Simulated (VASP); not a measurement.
BP: relaxation of cell and atoms with LDA

BP:

```
CELL_PARAMETERS angstrom
0.00000 2.27000 2.27000
2.27000 0.00000 2.27000
2.27000 2.27000 0.00000
ATOMIC_POSITIONS crystal
B 0.00000 0.00000 0.00000
P 0.25000 0.25000 0.25000
```

```
Program                : VASP 6.6.1
Task                   : relaxation of cell and atoms
Functional             : LDA
Potentials or basis    : VASP PAW LDA potentials, release 64 (B, P)
Cutoff                 : 500 eV
k mesh                 : 8 × 8 × 8
Occupations            : fermi-dirac, width 0.02 eV
Spin                   : no spin polarisation
Dipole correction      : no
Further INCAR settings : ALGO = Normal; EDIFF = 1e-07; IBRION = 2; EDIFFG = -0.03; NSW = 80; ISIF = 3
```

```
Relaxed volume                        : 11.31 Å³/atom
Relaxed cell                          : a = 3.175 Å, b = 3.175 Å, c = 3.175 Å, α = 60.00°, β = 60.00°, γ = 60.00°
Space group after relaxing (to 0.1 Å) : F-43m (No. 216)
Energy gained by relaxing             : 6.8 meV/atom
Ionic steps                           : 3
Pressure after relaxing               : 0.0 GPa
Band gap on the k mesh                : 1.18 eV (least direct gap 3.43 eV)
```

Step by step:
| step | energy change (eV) | largest force (eV/Å) | pressure (GPa) | volume (Å³) |
| --- | --- | --- | --- | --- |
| 1 | 0.0000 | 0.0000 | -5.50 | 23.39 |
| 2 | -0.0055 | 0.0000 | 4.65 | 22.06 |
| 3 | -0.0136 | 0.0000 | -0.02 | 22.63 |

Final structure:
```yaml
crystal:
  lattice:
    - [0.00000, 2.24492, 2.24492]
    - [2.24492, 0.00000, 2.24492]
    - [2.24492, 2.24492, 0.00000]
  atoms:
    - { symbol: B, position: [0.00000, 0.00000, 0.00000] }
    - { symbol: P, position: [0.25000, 0.25000, 0.25000] }
```

Levels at points of the mesh, in eV from the valence-band top:
| k point | band 2 | band 3 | band 4 | band 5 | band 6 | band 7 |
| --- | --- | --- | --- | --- | --- | --- |
| (0.00, 0.00, 0.00) | 0.00 | 0.00 | 0.00 | 3.43 | 3.43 | 3.43 |
| (0.50, 0.00, 0.00) | -9.24 | -1.79 | -1.79 | 3.98 | 4.70 | 4.70 |
| (0.50, 0.50, 0.00) | -8.65 | -4.22 | -4.22 | 1.24 | 1.53 | 12.30 |

It took 4.6 s on 1 thread of Intel(R) Xeon(R) 6975P-C (Granite Rapids), on a shared host, peak memory 0.12 GiB.

A k mesh can miss the band edges.
